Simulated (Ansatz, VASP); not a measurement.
Two plane-wave programs on Al

```xyz
1
Lattice="0.0000 1.9936 2.0543 1.9936 0.0000 2.0543 1.9936 1.9936 0.0000" Properties=species:S:1:pos:R:3 pbc="T T T"
Al    0.0000    0.0000    0.0000
```

Change from the starting cell: strain -0.015 along x and y, +0.015 along z, atoms carried along.

Alike in both runs: task single point; functional PBE; k mesh 20 × 20 × 20; occupations gaussian, width 0.15 eV; no spin polarisation.

|  | VASP | Ansatz |
| --- | --- | --- |
| version | VASP 6.6.1 | Ansatz 0.2.0 |
| potentials or method | VASP PAW PBE potentials, release 64 (Al), cutoff 520 eV | scalar-relativistic, plane waves, PAW |
| valence electrons in the cell | 3 | 3 |

```csv
,VASP,Ansatz,Ansatz less VASP
gap on the k mesh at the Fermi level (eV),none,none,-
pressure (GPa),0.8,0.8,+0.04
"traceless stress, the component that is largest in VASP (GPa)",-1.08,-1.09,-0.006
```

A gap of «none» marks a metal or a gap that the smearing closes. With one functional, cell and mesh, what is left measures potentials, basis and numerics.
